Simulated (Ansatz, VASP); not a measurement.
# One calculation of Cd, two programs

INCAR

```
SYSTEM = Cd
PREC = Accurate ; ENCUT = 600
EDIFF = 1E-6 ; ISMEAR = 0
SIGMA = 0.1 ; LREAL = .FALSE.
LASPH = .TRUE. ; NELM = 100
ALGO = Normal ; ISIF = 3
LWAVE = .FALSE. ; LCHARG = .FALSE.
GGA = PE ; IBRION = 2
NSW = 90 ; EDIFFG = -0.04
```

Contents of KPOINTS:

```
Automatic mesh
0
G
  6 6 4
  0 0 0
```

The input POSCAR:

```
Cd
1.0
    4.0674283230      0.0000000000      0.0000000000
   -2.0337141616      3.5224962558      0.0000000000
    0.0000000000      0.0000000000      4.6146335891
Cd
3
Direct
    0.2254000000      0.0000000000      0.3333333333
    0.0000000000      0.2254000000      0.6666666667
    0.7746000000      0.7746000000      0.0000000000
```

Input for Ansatz:

```yaml
crystal:
  lattice:
    - [4.067428323, 0.0, 0.0]
    - [-2.0337141616, 3.5224962558, 0.0]
    - [0.0, 0.0, 4.6146335891]
  atoms:
    - { symbol: Cd, position: [0.2254, 0.0, 0.3333333333] }
    - { symbol: Cd, position: [0.0, 0.2254, 0.6666666667] }
    - { symbol: Cd, position: [0.7746, 0.7746, 0.0] }
basis:
  ecutwfc: 420
kpoints:
  mp_grid: { grid: [6, 6, 4] }
hamiltonian:
  xc: pbe
scf:
  occupations: { method: gaussian, width: 0.1 }
  lower_state_search: "off"
output:
  forces: true
  stress: true
  eigenvalues: true
relax:
  adjacent_minimum: "off"
  f_tol: 0.04
  max_steps: 70
  cell: { stress_tol: 0.4 }
```

Alike in both runs: task relaxation of cell and atoms; functional PBE; k mesh 6 × 6 × 4; occupations gaussian, width 0.1 eV; no spin polarisation.

```csv
,VASP,Ansatz
version,VASP 6.6.1,Ansatz 0.2.0
potentials or method,"VASP PAW PBE potentials, release 64 (Cd), cutoff 600 eV","scalar-relativistic, plane waves, PAW"
valence electrons in the cell,36,60
```

|  | VASP | Ansatz | Ansatz less VASP |
| --- | --- | --- | --- |
| gap on the k mesh at the Fermi level, each at its own relaxed structure (eV) | none | none | - |
| relaxed volume (Å³/atom) | 26.76 | 25.73 | -1.037 |
| relaxed cell length with the largest relative difference (Å) | 5.676 | 4.489 | -1.1865 |

A gap of «none» marks a metal or a gap that the smearing closes. One of these differences is far larger than is usual between the two programs; its cause wasn't traced. VASP's potentials hold 36 valence electrons a cell and Ansatz's 60, so a difference there can come from the potentials and not from the codes.

Noted on VASP's run: the volume moved by over 15 % at a fixed basis, so the end points are rough.
